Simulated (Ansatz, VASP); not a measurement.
AlGa3N4: VASP beside Ansatz

```
Al Ga N
1.0
     4.47169    0.00000    0.00000
     0.00000    4.47169    0.00000
     0.00000    0.00000    4.47169
Al Ga N
1 3 4
Direct
  0.00000 0.00000 0.00000
  0.50000 0.50000 0.00000
  0.50000 0.00000 0.50000
  0.00000 0.50000 0.50000
  0.75571 0.75571 0.24429
  0.75571 0.24429 0.75571
  0.24429 0.75571 0.75571
  0.24429 0.24429 0.24429
```

Alike in both runs: task single point; functional LDA; k mesh 6 × 6 × 6; occupations gaussian, width 0.05 eV; no spin polarisation.

|  | VASP | Ansatz |
| --- | --- | --- |
| version | VASP 6.6.1 | Ansatz 0.2.0 |
| potentials or method | VASP PAW LDA potentials, release 64 (Al, Ga_d, N), cutoff 520 eV | scalar-relativistic, plane waves, PAW |
| valence electrons in the cell | 62 | 62 |

Ansatz gave:

```
gap on the k mesh at the Fermi level (eV) : 2.35
least direct gap on the mesh (eV)         : 2.35
pressure (GPa)                            : -5.8
rms of the force components (eV/Å)        : 0.071
```

Q: Which values does VASP return?

A: gap on the k mesh at the Fermi level (eV): 2.36; least direct gap on the mesh (eV): 2.36; pressure (GPa): -4.9; rms of the force components (eV/Å): 0.061.

LDA's correlation is that of Perdew and Zunger in VASP and of Perdew and Wang (1992) in Ansatz. Atom by atom the forces differ by 0.010 eV/Å (rms over components).
